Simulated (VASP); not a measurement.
# Ir (P6_3/mmc) in VASP: further runs

Ir is run at these levels: LDA; tasks: single point.

Program: VASP 6.6.1. These are calculated values, not measurements. Logs are shortened: lines on timing, memory, paths and dates and some standing lists are left out, and cuts for length are marked.

## (1) The cell of the first run

The structure is hexagonal, space group P6_3/mmc (No. 194). The conventional cell has a = 2.786 Å, b = 2.786 Å, c = 4.620 Å, α = 90.00°, β = 90.00°, γ = 120.00°. Within 3.7 Å of Ir (site symmetry -6m2) lie 12 Ir at 2.79 to 2.82 Å.

This isn't the form of Ir at room conditions, which is fcc.

## (2) Single point, LDA

Input file INCAR:

```
PREC     = Accurate       # precision mode
ENCUT    = 520            # plane-wave cutoff, eV
EDIFF    = 1E-7           # SCF threshold, eV
ISMEAR   = 0              # smearing method
SIGMA    = 0.15           # smearing width, eV
LREAL    = False          # projectors in reciprocal space
LASPH    = True           # aspherical terms in the spheres
NELM     = 60             # most SCF steps
ALGO     = Fast           # electronic algorithm
ISIF     = 2              # what is computed and relaxed
LWAVE    = False          # write WAVECAR
LCHARG   = True           # write CHGCAR
GGA      = CA             # functional
LELF     = True           # ELF
LVHAR    = True         
NBANDS   = 16             # bands
```

Input file KPOINTS:

```
Automatic mesh
0
Gamma
  18 18 10
```

Input file POSCAR:

```
Ir
1.0
    2.7864000000      0.0000000000      0.0000000000
   -1.3932000000      2.4130931851      0.0000000000
    0.0000000000      0.0000000000      4.6202000000
Ir
2
Direct
    0.6666666667      0.3333333333      0.7500000000
    0.3333333333      0.6666666667      0.2500000000
```

Potentials or basis: VASP PAW LDA potentials, release 64 (Ir).

On the command line:

```sh
cat potpaw_LDA.64/Ir/POTCAR > POTCAR
mpirun -np 1 vasp_std > vasp.out
```

OUTCAR:

```text
PREC = Accurate
   ENCUT = 520
   EDIFF = 1E-7
   ISMEAR = 0
   LREAL = False
   LASPH = True
   NELM = 60
   ISIF = 2
   GGA = CA

 ion  position               nearest neighbor table
   1  0.667  0.333  0.750-   2 2.82   2 2.82   2 2.82   2 2.82   2 2.82   2 2.82
   2  0.333  0.667  0.250-   1 2.82   1 2.82   1 2.82   1 2.82   1 2.82   1 2.82

  LATTYP: Found a hexagonal cell.
 ALAT       =     2.7864000000
 C/A-ratio  =     1.6581251794

  Lattice vectors:

 A1 = (   2.7864000000,   0.0000000000,   0.0000000000)
 A2 = (  -1.3932000000,   2.4130931851,   0.0000000000)
 A3 = (   0.0000000000,   0.0000000000,   4.6202000000)

Analysis of symmetry for initial positions (statically):
=====================================================================
 Subroutine PRICEL returns:
 Original cell was already a primitive cell.

 Routine SETGRP: Setting up the symmetry group for a
 hexagonal supercell.

 Subroutine GETGRP returns: Found 24 space group operations
 (whereof 12 operations were pure point group operations)
 out of a pool of 24 trial point group operations.

The static configuration has the point symmetry D_3d.
 The point group associated with its full space group is D_6h.

Analysis of symmetry for dynamics (positions and initial velocities):
=====================================================================
 Subroutine PRICEL returns:
 Original cell was already a primitive cell.

 Routine SETGRP: Setting up the symmetry group for a
 hexagonal supercell.

 Subroutine GETGRP returns: Found 24 space group operations
 (whereof 12 operations were pure point group operations)
 out of a pool of 24 trial point group operations.

The dynamic configuration has the point symmetry D_3d.
 The point group associated with its full space group is D_6h.

 Subroutine INISYM returns: Found 24 space group operations
 (whereof 12 operations are pure point group operations),
 and found     1 'primitive' translations

----------------------------------------------------------------------------------------

                                     Primitive cell

  volume of cell :      31.0655

  direct lattice vectors                    reciprocal lattice vectors
     2.786400000  0.000000000  0.000000000     0.358886018  0.207202939  0.000000000
    -1.393200000  2.413093185  0.000000000     0.000000000  0.414405878  0.000000000
     0.000000000  0.000000000  4.620200000     0.000000000  0.000000000  0.216440847

  length of vectors
     2.786400000  2.786400000  4.620200000     0.414405878  0.414405878  0.216440847

  position of ions in fractional coordinates (direct lattice)
     0.666666667  0.333333333  0.750000000
     0.333333333  0.666666667  0.250000000

  ion indices of the primitive-cell ions
   primitive index   ion index
                 1           1
                 2           2

----------------------------------------------------------------------------------------

 KPOINTS: Automatic mesh

Automatic generation of k-mesh.
 Grid dimensions read from file:
 generate k-points for:   18   18   10

 Generating k-lattice:

  Cartesian coordinates                     Fractional coordinates (reciprocal lattice)
     0.019938112  0.011511274  0.000000000     0.055555556  0.000000000  0.000000000
     0.000000000  0.023022549  0.000000000     0.000000000  0.055555556  0.000000000
     0.000000000  0.000000000  0.021644085     0.000000000  0.000000000  0.100000000

  Length of vectors
     0.023022549  0.023022549  0.021644085

  Shift w.r.t. Gamma in fractional coordinates (k-lattice)
     0.000000000  0.000000000  0.000000000

 Subroutine IBZKPT returns following result:
 ===========================================

 Found    222 irreducible k-points:

 Following reciprocal coordinates:
            Coordinates               Weight
  0.000000  0.000000  0.000000      1.000000
  0.055556 -0.000000  0.000000      6.000000
  0.111111 -0.000000  0.000000      6.000000
  0.166667 -0.000000  0.000000      6.000000
  0.222222  0.000000  0.000000      6.000000
  0.277778  0.000000  0.000000      6.000000
[... 16 lines left out ...]
  0.333333  0.111111  0.000000     12.000000
  0.388889  0.111111  0.000000     12.000000
 [... further k-points ...]
   k-points           NKPTS =    222   k-points in BZ     NKDIM =    222   number of bands    NBANDS=     16
   number of dos      NEDOS =    301   number of ions     NIONS =      2
   total plane-waves  NPLWV =  20736
   dimension x,y,z NGX =    24 NGY =   24 NGZ =   36
   dimension x,y,z NGXF=    48 NGYF=   48 NGZF=   72
   ions per type =               2
   NGX,Y,Z   is equivalent  to a cutoff of  14.32, 14.32, 12.95 a.u.
   NGXF,Y,Z  is equivalent  to a cutoff of  28.64, 28.64, 25.91 a.u.
 SYSTEM =  unknown system
   PREC   = accura    normal or accurate (medium, high low for compatibility)
   ISTART =      0    job   : 0-new  1-cont  2-samecut
   ICHARG =      2    charge: 1-file 2-atom 10-const
   ISPIN  =      1    spin polarized calculation?
   LNONCOLLINEAR =      F non collinear calculations
   LSORBIT =      F    spin-orbit coupling
   LASPH  =      T    aspherical Exc in radial PAW
   ENCUT  =  520.0 eV  38.22 Ry    6.18 a.u.   5.18  5.18  8.59*2*pi/ulx,y,z
   NELM   =     60;   NELMIN=  2; NELMDL= -5     # of ELM steps
   EDIFF  = 0.1E-06   stopping-criterion for ELM
   LREAL  =      F    real-space projection
   EDIFFG = 0.1E-05   stopping-criterion for IOM
   NSW    =      0    number of steps for IOM
   IBRION =     -1    ionic relax: 0-MD 1-quasi-New 2-CG
   NFREE  =      0    steps in history (QN), initial steepest desc. (CG)
   ISIF   =      2    stress and relaxation
   ISYM   =      2    0-nonsym 1-usesym 2-fastsym
   POTIM  = 0.5000    time-step for ionic-motion
   TEBEG  =    0.0;   TEEND  =   0.0 temperature during run
   PSTRESS=    0.0 pullay stress
   NELECT =      18.0000    total number of electrons
   NUPDOWN=      -1.0000    fix difference up-down
   EMIN   =  10.00;   EMAX   =-10.00  energy-range for DOS
   EFERMI =   0.00;   METHOD = LEGACY
   ISMEAR =     0;   SIGMA  =   0.15  broadening in eV -4-tet -1-fermi 0-gaus
   EFERMI_NEDOS =   21; number of points for ismear=-14 and -15
   IALGO  =     68    algorithm
   IMIX   =      4    mixing-type and parameters
     AMIX     =   0.40;   BMIX     =  1.00
     AMIX_MAG =   1.60;   BMIX_MAG =  1.00
  volume/ion in A,a.u.               =      15.53       104.82
  Fermi-wavevector in a.u.,A,eV,Ry     =   1.364812  2.579121 25.343739  1.862712
  Thomas-Fermi vector in A             =   2.491095
   LORBIT       =      0    0 simple, 1 ext, 2 COOP (PROOUT), +10 PAW based schemes
   GGA     = CA    functional components
   LHFCALC =     F    Hartree Fock is set to
   AEXX    =    0.0000 exact exchange contribution
   IVDW    =     0    specifies the selected vdW correction
   LEPSILON=     F    determine dielectric tensor
   LRPA    =     F    only Hartree local field effects (RPA)
 non-spin polarized calculation
 RMM-DIIS sequential band-by-band and
 Gauss-broadening in eV      SIGMA  =   0.15
  energy-cutoff  :      520.00
  volume of cell :       31.07
 maximum number of plane-waves:       854
 NGX is ok and might be reduce to    24
   NGX = 11   NGY = 11   NGZ = 17

 number of electron      18.0000001 magnetization

 Free energy of the ion-electron system (eV)
  ---------------------------------------------------
  ext. energy  EPLUGINS =         0.00000000
  ---------------------------------------------------
  free energy    TOTEN  =       -20.15860447 eV

  energy without entropy =      -20.12886689  energy(sigma->0) =      -20.14373568

 E-fermi :   8.8106     XC(G=0): -13.6044

 val. band max:        8.8101074450   @ k =   0.3889   0.1667   0.1000
 cond. band min:       8.8158695006   @ k =   0.3333  -0.0000   0.5000
 fundamental gap:      0.0057620557
 Fermi energy:         8.8106181779

 k-point     1 :       0.0000    0.0000    0.0000
  band No.  band energies     occupation
      1      -1.3958      2.00000
      2       1.5273      2.00000
      3       5.1971      2.00000
      4       5.5000      2.00000
      5       5.5000      2.00000
      6       6.0192      2.00000
[... 8 lines left out ...]
     15      24.9382      0.00000
     16      26.0852      0.00000

 k-point     2 :       0.0556   -0.0000    0.0000
  band No.  band energies     occupation
      1      -1.2833      2.00000
      2       1.6302      2.00000
      3       5.1019      2.00000
      4       5.5743      2.00000
      5       5.5919      2.00000
      6       5.9582      2.00000
[... 8 lines left out ...]
     15      25.0959      0.00000
     16      26.2477      0.00000

 k-point     3 :       0.1111   -0.0000    0.0000
  band No.  band energies     occupation
      1      -0.9538      2.00000
      2       1.9202      2.00000
      3       4.8800      2.00000
      4       5.6868      2.00000
      5       5.8636      2.00000
      6       5.8743      2.00000
[... 8 lines left out ...]
     15      25.5205      0.00000
     16      26.4237      0.00000

 k-point     4 :       0.1667   -0.0000    0.0000
  band No.  band energies     occupation
      1      -0.4344      2.00000
      2       2.3266      2.00000
      3       4.6327      2.00000
      4       5.4120      2.00000
      5       5.4991      2.00000
      6       6.1583      2.00000
[... 8 lines left out ...]
     15      25.8699      0.00000
     16      26.1891      0.00000
[... 324 lines left out ...]
 k-point    22 :       0.2778    0.1111    0.0000
  band No.  band energies     occupation
      1       1.8581      2.00000
      2       2.9240      2.00000
      3       3.4803      2.00000
      4       4.5468      2.00000
      5       5.3369      2.00000
      6       5.5528      2.00000
[... 8 lines left out ...]
     15      20.6033      0.00000
     16      23.7965      0.00000

 k-point    23 :       0.3333    0.1111    0.0000
  band No.  band energies     occupation
      1       2.2746      2.00000
      2       2.7228      2.00000
      3       3.1409      2.00000
      4       4.9356      2.00000
      5       5.2630      2.00000
      6       5.8690      2.00000
[... 8 lines left out ...]
     15      19.4345      0.00000
     16      23.2566      0.00000

 k-point    24 :       0.3889    0.1111    0.0000
  band No.  band energies     occupation
      1       2.4602      2.00000
      2       2.5813      2.00000
      3       2.9333      2.00000
      4       5.2569      2.00000
      5       5.3531      2.00000
      6       5.6629      2.00000
[... 8 lines left out ...]
     15      18.5190      0.00000
     16      21.2969      0.00000

 [... further k-points ...]
[... 5 lines left out ...]
  --------------------------------------------------------------------------------------
  -------------------------------------------------------------------------------------
  Total       -5.7956224     -5.7956224     -6.9680999      0.0000000     -0.0000000      0.0000000
  in kB     -298.9044187   -298.9044187   -359.3739729      0.0000000     -0.0000000      0.0000000
  external PRESSURE =    -319.0609368 kB  Pullay stress =       0.0000000 kB

 VOLUME and BASIS-vectors are now :
 -----------------------------------------------------------------------------
  energy-cutoff  :      520.00
  volume of cell :       31.07
      direct lattice vectors                 reciprocal lattice vectors
     2.786400000  0.000000000  0.000000000     0.358886018  0.207202939  0.000000000
    -1.393200000  2.413093185  0.000000000     0.000000000  0.414405878  0.000000000
     0.000000000  0.000000000  4.620200000     0.000000000  0.000000000  0.216440847

 POSITION                                       TOTAL-FORCE (eV/Angst)
 -----------------------------------------------------------------------------------
      1.39320      0.80436      3.46515        -0.000000     -0.000000      0.000000
     -0.00000      1.60873      1.15505         0.000000      0.000000      0.000000
 -----------------------------------------------------------------------------------
    total drift:                               -0.000000      0.000000     -0.000000

  FREE ENERGIE OF THE ION-ELECTRON SYSTEM (eV)
  ---------------------------------------------------
  free  energy   TOTEN  =       -20.1586044746 eV

  energy  without entropy=      -20.1288668941  energy(sigma->0) =      -20.14373568
```

It took 3.2 min on 1 thread of Intel Xeon 8259CL, shared host; peak memory 0.22 GiB.

Results:

```yaml
Free_energy: -20.1586 eV
Pressure: -31.9 GPa
Band_gap_on_the_k_mesh: zero (bands 9 and 10 overlap by 2.97 eV)
```

Levels at points of the mesh, in eV from the Fermi level:
```tsv
k point	band 6	band 7	band 8	band 9	band 10	band 11	band 12	band 13
(0.00, 0.00, 0.00)	-2.79	-2.79	-1.88	-1.88	-0.69	0.27	0.27	5.97
(0.50, 0.00, 0.00)	-2.90	-2.70	0.75	0.75	1.06	2.72	4.09	7.66
(0.00, 0.00, 0.50)	-3.38	-3.38	-3.38	-0.40	-0.40	-0.40	-0.40	13.12
(0.50, 0.00, 0.50)	-1.74	-0.73	-0.73	0.93	0.93	1.92	1.92	6.95
```

Caveat: the cell stands under tension; spin-orbit coupling is left out, which moves the levels of the heavy elements.

(Continued in part 2 of 2.)
